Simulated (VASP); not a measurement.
# Cu (Fm-3m) in VASP: notebook

Runs on Cu. Level: LDA. Tasks: single point, relaxation of cell and atoms.

All numbers are computed with VASP 6.6.1; they aren't measurements. Logs are shortened: lines on timing, memory, paths and dates and some standing lists are left out, and cuts for length are marked.

### Step 1. The cell of the first run

The structure is cubic, space group Fm-3m (No. 225). Conventional cell: a = 3.495 Å, b = 3.495 Å, c = 3.495 Å, α = 90.00°, β = 90.00°, γ = 90.00°. Cu (site symmetry m-3m) has 12 Cu at 2.47 Å within 3.3 Å.

### Step 2. Single point, LDA

The input, INCAR:

```
ALGO = Normal
EDIFF = 1E-7
ENCUT = 520
GGA = CA
ISIF = 2
ISMEAR = -1
LASPH = True
LCHARG = True
LELF = True
LREAL = False
LVHAR = True
LWAVE = False
NBANDS = 12
NELM = 100
PREC = Accurate
SIGMA = 0.1
```

The input, KPOINTS:

```
k-points
0
Gamma
  26 26 26
```

The input, POSCAR:

```
Cu
1.0
    0.0000000000      1.7474165633      1.7474165633
    1.7474165633      0.0000000000      1.7474165633
    1.7474165633      1.7474165633      0.0000000000
Cu
1
Direct
    0.0000000000      0.0000000000      0.0000000000
```

Potentials or basis: VASP PAW LDA potentials, release 64 (Cu).

Started as:

```
$ cat potpaw_LDA.64/Cu/POTCAR > POTCAR
$ mpirun -np 1 vasp_std > vasp.out
```

OUTCAR:

```text
EDIFF = 1E-7
   ENCUT = 520
   GGA = CA
   ISIF = 2
   ISMEAR = -1
   LASPH = True
   LREAL = False
   NELM = 100
   PREC = Accurate

 ion  position               nearest neighbor table
   1  0.000  0.000  0.000-

  LATTYP: Found a face centered cubic cell.
 ALAT       =     3.4948331266

  Lattice vectors:

 A1 = (   0.0000000000,   1.7474165633,   1.7474165633)
 A2 = (   1.7474165633,   0.0000000000,   1.7474165633)
 A3 = (   1.7474165633,   1.7474165633,   0.0000000000)

Analysis of symmetry for initial positions (statically):
=====================================================================
 Subroutine PRICEL returns:
 Original cell was already a primitive cell.

 Routine SETGRP: Setting up the symmetry group for a
 face centered cubic supercell.

 Subroutine GETGRP returns: Found 48 space group operations
 (whereof 48 operations were pure point group operations)
 out of a pool of 48 trial point group operations.

The static configuration has the point symmetry O_h .

Analysis of symmetry for dynamics (positions and initial velocities):
=====================================================================
 Subroutine PRICEL returns:
 Original cell was already a primitive cell.

 Routine SETGRP: Setting up the symmetry group for a
 face centered cubic supercell.

 Subroutine GETGRP returns: Found 48 space group operations
 (whereof 48 operations were pure point group operations)
 out of a pool of 48 trial point group operations.

The dynamic configuration has the point symmetry O_h .

 Subroutine INISYM returns: Found 48 space group operations
 (whereof 48 operations are pure point group operations),
 and found     1 'primitive' translations

----------------------------------------------------------------------------------------

                                     Primitive cell

  volume of cell :      10.6713

  direct lattice vectors                    reciprocal lattice vectors
     0.000000000  1.747416563  1.747416563    -0.286136695  0.286136695  0.286136695
     1.747416563  0.000000000  1.747416563     0.286136695 -0.286136695  0.286136695
     1.747416563  1.747416563  0.000000000     0.286136695  0.286136695 -0.286136695

  length of vectors
     2.471220203  2.471220203  2.471220203     0.495603293  0.495603293  0.495603293

  position of ions in fractional coordinates (direct lattice)
     0.000000000  0.000000000  0.000000000

  ion indices of the primitive-cell ions
   primitive index   ion index
                 1           1

----------------------------------------------------------------------------------------

 KPOINTS: k-points

Automatic generation of k-mesh.
 Grid dimensions read from file:
 generate k-points for:   26   26   26

 Generating k-lattice:

  Cartesian coordinates                     Fractional coordinates (reciprocal lattice)
    -0.011005257  0.011005257  0.011005257     0.038461538  0.000000000  0.000000000
     0.011005257 -0.011005257  0.011005257     0.000000000  0.038461538  0.000000000
     0.011005257  0.011005257 -0.011005257     0.000000000  0.000000000  0.038461538

  Length of vectors
     0.019061665  0.019061665  0.019061665

  Shift w.r.t. Gamma in fractional coordinates (k-lattice)
     0.000000000  0.000000000  0.000000000

 Subroutine IBZKPT returns following result:
 ===========================================

 Found    511 irreducible k-points:

 Following reciprocal coordinates:
            Coordinates               Weight
  0.000000  0.000000  0.000000      1.000000
  0.038462  0.000000  0.000000      8.000000
  0.076923  0.000000  0.000000      8.000000
  0.115385  0.000000  0.000000      8.000000
  0.153846  0.000000  0.000000      8.000000
  0.192308  0.000000  0.000000      8.000000
[... 16 lines left out ...]
  0.346154  0.038462  0.000000     24.000000
  0.384615  0.038462  0.000000     24.000000
 [... further k-points ...]
   k-points           NKPTS =    511   k-points in BZ     NKDIM =    511   number of bands    NBANDS=     12
   number of dos      NEDOS =    301   number of ions     NIONS =      1
   total plane-waves  NPLWV =   5832
   dimension x,y,z NGX =    18 NGY =   18 NGZ =   18
   dimension x,y,z NGXF=    36 NGYF=   36 NGZF=   36
   ions per type =               1
   NGX,Y,Z   is equivalent  to a cutoff of  12.11, 12.11, 12.11 a.u.
   NGXF,Y,Z  is equivalent  to a cutoff of  24.22, 24.22, 24.22 a.u.
 SYSTEM =  unknown system
   PREC   = accura    normal or accurate (medium, high low for compatibility)
   ISTART =      0    job   : 0-new  1-cont  2-samecut
   ICHARG =      2    charge: 1-file 2-atom 10-const
   ISPIN  =      1    spin polarized calculation?
   LNONCOLLINEAR =      F non collinear calculations
   LSORBIT =      F    spin-orbit coupling
   LASPH  =      T    aspherical Exc in radial PAW
   ENCUT  =  520.0 eV  38.22 Ry    6.18 a.u.   4.59  4.59  4.59*2*pi/ulx,y,z
   NELM   =    100;   NELMIN=  2; NELMDL= -5     # of ELM steps
   EDIFF  = 0.1E-06   stopping-criterion for ELM
   LREAL  =      F    real-space projection
   EDIFFG = 0.1E-05   stopping-criterion for IOM
   NSW    =      0    number of steps for IOM
   IBRION =     -1    ionic relax: 0-MD 1-quasi-New 2-CG
   NFREE  =      0    steps in history (QN), initial steepest desc. (CG)
   ISIF   =      2    stress and relaxation
   ISYM   =      2    0-nonsym 1-usesym 2-fastsym
   POTIM  = 0.5000    time-step for ionic-motion
   TEBEG  =    0.0;   TEEND  =   0.0 temperature during run
   PSTRESS=    0.0 pullay stress
   NELECT =      11.0000    total number of electrons
   NUPDOWN=      -1.0000    fix difference up-down
   EMIN   =  10.00;   EMAX   =-10.00  energy-range for DOS
   EFERMI =   0.00;   METHOD = LEGACY
   ISMEAR =    -1;   SIGMA  =   0.10  broadening in eV -4-tet -1-fermi 0-gaus
   EFERMI_NEDOS =   21; number of points for ismear=-14 and -15
   IALGO  =     38    algorithm
   IMIX   =      4    mixing-type and parameters
     AMIX     =   0.40;   BMIX     =  1.00
     AMIX_MAG =   1.60;   BMIX_MAG =  1.00
  volume/ion in A,a.u.               =      10.67        72.01
  Fermi-wavevector in a.u.,A,eV,Ry     =   1.653735  3.125106 37.209755  2.734840
  Thomas-Fermi vector in A             =   2.742123
   LORBIT       =      0    0 simple, 1 ext, 2 COOP (PROOUT), +10 PAW based schemes
   GGA     = CA    functional components
   LHFCALC =     F    Hartree Fock is set to
   AEXX    =    0.0000 exact exchange contribution
   IVDW    =     0    specifies the selected vdW correction
   LEPSILON=     F    determine dielectric tensor
   LRPA    =     F    only Hartree local field effects (RPA)
 non-spin polarized calculation
  energy-cutoff  :      520.00
  volume of cell :       10.67
 maximum number of plane-waves:       302
   NGX =  9   NGY =  9   NGZ =  9

 number of electron      10.9999991 magnetization

 Free energy of the ion-electron system (eV)
  ---------------------------------------------------
  ext. energy  EPLUGINS =         0.00000000
  ---------------------------------------------------
  free energy    TOTEN  =        -4.70856908 eV

  energy without entropy =       -4.69976559  energy(sigma->0) =       -4.70416734

 E-fermi :   8.7080     XC(G=0): -13.7063

 val. band max:        8.7079319856   @ k =  -0.4231   0.1154   0.0000
 cond. band min:       8.7244347815   @ k =   0.5000   0.3462   0.1538
 fundamental gap:      0.0165027958
 Fermi energy:         8.7079522421

 k-point     1 :       0.0000    0.0000    0.0000
  band No.  band energies     occupation
      1      -1.4670      2.00000
      2       5.2743      2.00000
      3       5.2743      2.00000
      4       5.2743      2.00000
      5       6.2541      2.00000
      6       6.2541      2.00000
      7      32.1571      0.00000
      8      35.4443      0.00000
      9      35.4443      0.00000
     10      35.4443      0.00000
     11      38.0925      0.00000
     12      38.0925      0.00000

 k-point     2 :       0.0385    0.0000    0.0000
  band No.  band energies     occupation
      1      -1.4089      2.00000
      2       5.2605      2.00000
      3       5.2865      2.00000
      4       5.2865      2.00000
      5       6.2489      2.00000
      6       6.2489      2.00000
      7      31.9376      0.00000
      8      34.4791      0.00000
      9      35.2540      0.00000
     10      35.2540      0.00000
     11      38.3594      0.00000
     12      38.3594      0.00000

 k-point     3 :       0.0769    0.0000    0.0000
  band No.  band energies     occupation
      1      -1.2355      2.00000
      2       5.2208      2.00000
      3       5.3210      2.00000
      4       5.3210      2.00000
      5       6.2357      2.00000
      6       6.2357      2.00000
      7      30.9250      0.00000
      8      33.4462      0.00000
      9      34.8311      0.00000
     10      34.8311      0.00000
     11      38.9985      0.00000
     12      38.9985      0.00000
[... 286 lines left out ...]
 k-point    23 :       0.3462    0.0385    0.0000
  band No.  band energies     occupation
      1       2.1156      2.00000
      2       5.2134      2.00000
      3       5.3533      2.00000
      4       5.3953      2.00000
      5       6.5966      2.00000
      6       6.6680      2.00000
      7      18.0055      0.00000
      8      31.0166      0.00000
      9      31.2887      0.00000
     10      33.5377      0.00000
     11      36.2604      0.00000
     12      38.0875      0.00000

 k-point    24 :       0.3846    0.0385    0.0000
  band No.  band energies     occupation
      1       2.5412      2.00000
      2       5.3007      2.00000
      3       5.3481      2.00000
      4       5.5902      2.00000
      5       6.7727      2.00000
      6       6.7795      2.00000
      7      16.3361      0.00000
      8      30.7633      0.00000
      9      31.2381      0.00000
     10      32.9690      0.00000
     11      35.9922      0.00000
     12      37.3637      0.00000

 [... further k-points ...]
[... 5 lines left out ...]
  --------------------------------------------------------------------------------------
  -------------------------------------------------------------------------------------
  Total        0.3235454      0.3235454      0.3235454      0.0000000      0.0000000     -0.0000000
  in kB       48.5765230     48.5765230     48.5765230      0.0000000      0.0000000     -0.0000000
  external PRESSURE =      48.5765230 kB  Pullay stress =       0.0000000 kB

 VOLUME and BASIS-vectors are now :
 -----------------------------------------------------------------------------
  energy-cutoff  :      520.00
  volume of cell :       10.67
      direct lattice vectors                 reciprocal lattice vectors
     0.000000000  1.747416563  1.747416563    -0.286136695  0.286136695  0.286136695
     1.747416563  0.000000000  1.747416563     0.286136695 -0.286136695  0.286136695
     1.747416563  1.747416563  0.000000000     0.286136695  0.286136695 -0.286136695

 POSITION                                       TOTAL-FORCE (eV/Angst)
 -----------------------------------------------------------------------------------
      0.00000      0.00000      0.00000        -0.000000     -0.000000     -0.000000
 -----------------------------------------------------------------------------------
    total drift:                                0.000000      0.000000      0.000000

  FREE ENERGIE OF THE ION-ELECTRON SYSTEM (eV)
  ---------------------------------------------------
  free  energy   TOTEN  =        -4.7085690828 eV

  energy  without entropy=       -4.6997655887  energy(sigma->0) =       -4.70416734
```

It took 20 s on 1 thread of Intel Xeon 6975P-C (Granite Rapids), shared host; peak memory 0.17 GiB.

Results:

| Item | Value |
| --- | --- |
| Free energy | -4.7086 eV |
| Pressure | 4.9 GPa |

Levels at points of the mesh, in eV from the Fermi level:
```
           k point  band 4  band 5  band 6  band 7  band 8  band 9
(0.00, 0.00, 0.00)   -3.43   -2.45   -2.45   23.45   26.74   26.74
(0.50, 0.00, 0.00)   -1.79   -1.79   -1.31    4.24   21.92   23.51
(0.50, 0.50, 0.00)   -1.63   -1.63    1.38    7.83   13.78   13.78
```

### Step 3. Single point, LDA

This run uses another cell than the first one, of 10.78 Å³/atom, 1.010 times its volume.

The input, INCAR:

```
SYSTEM = Cu
  ALGO = Normal
  EDIFF = 1E-7
  ENCUT = 520
  GGA = CA
  ISIF = 2
  ISMEAR = -1
  LASPH = .True.
  LCHARG = .True.
  LELF = .True.
  LREAL = .False.
  LVHAR = .True.
  LWAVE = .False.
  NBANDS = 12
  NELM = 80
  PREC = Accurate
  SIGMA = 0.1
```

The input, KPOINTS:

```
k-points
0
Gamma
  26 26 26
  0 0 0
```

The input, POSCAR:

```
Cu
1.0
    0.0000000000      1.7530912390      1.7530912390
    1.7530912390      0.0000000000      1.7530912390
    1.7530912390      1.7530912390      0.0000000000
Cu
1
Direct
    0.0000000000      0.0000000000      0.0000000000
```

Potentials or basis: VASP PAW LDA potentials, release 64 (Cu).

Started as:

```
$ cat potpaw_LDA.64/Cu/POTCAR > POTCAR
$ mpirun -np 1 vasp_std > vasp.out
```

Wall time 20 s (1 thread of Intel Xeon 6975P-C (Granite Rapids), shared host); peak memory 0.16 GiB.

It converged, with:

```
Free energy : -4.7111 eV
Pressure    : 2.9 GPa
```

Levels at points of the mesh, in eV from the Fermi level:
| k point | band 4 | band 5 | band 6 | band 7 | band 8 | band 9 |
| --- | --- | --- | --- | --- | --- | --- |
| (0.00, 0.00, 0.00) | -3.40 | -2.43 | -2.43 | 23.38 | 26.58 | 26.58 |
| (0.50, 0.00, 0.00) | -1.78 | -1.78 | -1.28 | 4.18 | 21.85 | 23.35 |
| (0.50, 0.50, 0.00) | -1.62 | -1.62 | 1.39 | 7.75 | 13.70 | 13.70 |

### Step 4. Single point, LDA

This run uses another cell than the first one, of 10.89 Å³/atom, 1.020 times its volume.

The input, INCAR:

```
SYSTEM = Cu
PREC = Accurate ; ENCUT = 520
EDIFF = 1E-6 ; ISMEAR = -1
SIGMA = 0.1 ; LREAL = .FALSE.
LASPH = .TRUE. ; NELM = 60
ALGO = Normal ; ISIF = 2
LWAVE = .FALSE. ; LCHARG = .FALSE.
NBANDS = 12
```

The input, KPOINTS:

```
regular mesh
0
G
  26 26 26
  0 0 0
```

The input, POSCAR:

```
Cu
1.0
    0.0000000000      1.7591561727      1.7591561727
    1.7591561727      0.0000000000      1.7591561727
    1.7591561727      1.7591561727      0.0000000000
Cu
1
Direct
    0.0000000000      0.0000000000      0.0000000000
```

Started as:

```
$ cat potpaw_LDA.64/Cu/POTCAR > POTCAR
$ mpirun -np 1 vasp_std > vasp.out
```

Run time: 24 s. Hardware: 1 thread of Intel Xeon 6975P-C (Granite Rapids), shared host; peak memory 0.17 GiB.

The run converged. Its results:

```
Free energy : -4.7125 eV
Pressure    : 0.9 GPa
```

Levels at points of the mesh, in eV from the Fermi level:
| k point | band 4 | band 5 | band 6 | band 7 | band 8 | band 9 |
| --- | --- | --- | --- | --- | --- | --- |
| (0.00, 0.00, 0.00) | -3.36 | -2.41 | -2.41 | 23.30 | 26.42 | 26.42 |
| (0.50, 0.00, 0.00) | -1.77 | -1.77 | -1.25 | 4.13 | 21.78 | 23.18 |
| (0.50, 0.50, 0.00) | -1.61 | -1.61 | 1.40 | 7.68 | 13.62 | 13.62 |

### Step 5. Single point, LDA

This run uses another cell than the first one, of 10.83 Å³/atom, 1.015 times its volume.

The input, INCAR:

```
SYSTEM = Cu
PREC = Accurate ; ENCUT = 520
EDIFF = 1E-6 ; ISMEAR = -1
SIGMA = 0.1 ; LREAL = .FALSE.
LASPH = .TRUE. ; NELM = 80
ALGO = Normal ; ISIF = 2
LWAVE = .FALSE. ; LCHARG = .TRUE.
LELF = .TRUE. ; LVHAR = .TRUE.
NBANDS = 12
```

KPOINTS is that of step 4.

The input, POSCAR:

```
Cu
1.0
    0.0000000000      1.7561229976      1.7561229976
    1.7561229976      0.0000000000      1.7561229976
    1.7561229976      1.7561229976      0.0000000000
Cu
1
Direct
    0.0000000000      0.0000000000      0.0000000000
```

Started as:

```
$ cat potpaw_LDA.64/Cu/POTCAR > POTCAR
$ mpirun -np 1 vasp_std > vasp.out
```

Wall time 21 s (1 thread of Intel Xeon 6975P-C (Granite Rapids), shared host); peak memory 0.17 GiB.

It converged, with:

* Free energy: -4.7120 eV
* Pressure: 1.9 GPa

Levels at points of the mesh, in eV from the Fermi level:
```csv
k point,band 3,band 4,band 5,band 6,band 7,band 8,band 9,band 10
"(0.00, 0.00, 0.00)",-3.38,-3.38,-2.42,-2.42,23.34,26.50,26.50,26.50
"(0.50, 0.00, 0.00)",-3.41,-1.77,-1.77,-1.26,4.16,21.81,23.26,23.26
"(0.50, 0.50, 0.00)",-1.79,-1.61,-1.61,1.40,7.72,13.66,13.66,18.53
```

### Step 6. Relaxation of cell and atoms, LDA, target pressure 1 GPa, at which the enthalpy is minimised

This run uses another cell than the first one, of 10.89 Å³/atom, 1.020 times its volume.

The input, INCAR:

```
ALGO = Normal
EDIFF = 1E-6
EDIFFG = -0.002
ENCUT = 600
IBRION = 2
ISIF = 3
ISMEAR = -1
LASPH = T
LCHARG = F
LREAL = F
LWAVE = F
NELM = 100
NSW = 100
PREC = Accurate
PSTRESS = 10.0
SIGMA = 0.1
```

The input, KPOINTS:

```
k-points
0
Gamma
  26 26 26
```

The input, POSCAR:

```
Cu
1.0
    0.0000000000      1.7591561727      1.7591561727
    1.7591561727      0.0000000000      1.7591561727
    1.7591561727      1.7591561727      0.0000000000
Cu
1
Direct
    0.0000000000      0.0000000000      0.0000000000
```

Potentials or basis: VASP PAW LDA potentials, release 64 (Cu).

Started as:

```
$ cat potpaw_LDA.64/Cu/POTCAR > POTCAR
$ mpirun -np 1 vasp_std > vasp.out
```

Run time: 32 s. Hardware: 1 thread of Intel Xeon 6975P-C (Granite Rapids), shared host; peak memory 0.18 GiB.

The run converged. Its results:

```yaml
Free_energy: -4.7125 eV
Relaxed_volume: 10.88 Å³/atom
Relaxed_cell: a = 2.487 Å, b = 2.487 Å, c = 2.487 Å, α = 60.00°, β = 60.00°, γ = 60.00°
Space_group_after_relaxing_to_0.05_Å: Fm-3m (No. 225)
Energy_change_on_relaxing_the_enthalpy_is_what_falls: +0.0 meV/atom
Ionic_steps: 3
Pressure_after_relaxing: 1.0 GPa
```

Final structure:
```
Cu
1.0
     0.00000    1.75889    1.75889
     1.75889    0.00000    1.75889
     1.75889    1.75889    0.00000
Cu
1
Direct
  0.00000 0.00000 0.00000
```

Levels at points of the mesh, in eV from the Fermi level:
| k point | band 4 | band 5 | band 6 | band 7 | band 8 | band 9 |
| --- | --- | --- | --- | --- | --- | --- |
| (0.00, 0.00, 0.00) | -3.36 | -2.41 | -2.41 | 23.30 | 26.43 | 26.43 |
| (0.50, 0.00, 0.00) | -1.77 | -1.77 | -1.25 | 4.13 | 21.78 | 23.19 |
| (0.50, 0.50, 0.00) | -1.61 | -1.61 | 1.40 | 7.68 | 13.63 | 13.63 |

Caveat: the cell is relaxed towards a set pressure, so the enthalpy falls and the energy may rise.

### Step 7. Overview

```tsv
task	cell	cutoff (eV)	gap on the mesh (eV)	pressure (GPa)
single point	a = 2.471 Å, angles 60.0°, 1 atom	520	none	4.9
single point	a = 2.479 Å, angles 60.0°, 1 atom	520	none	2.9
single point	a = 2.488 Å, angles 60.0°, 1 atom	520	none	0.9
single point	a = 2.484 Å, angles 60.0°, 1 atom	520	none	1.9
relaxation of cell and atoms	relaxed to 1 GPa from a = 2.488 Å, angles 60.0°, 1 atom	600	none	1.0
```

Alike in all rows: level LDA; potentials or basis VASP PAW LDA potentials, release 64 (Cu); no spin polarisation; k mesh 26 × 26 × 26; smearing fermi-dirac 0.1 eV.

Caveats: the cell is relaxed towards a set pressure, so the enthalpy falls and the energy may rise (some runs).

Total energies depend on the potentials used, so only differences within one code and one set of settings carry meaning.
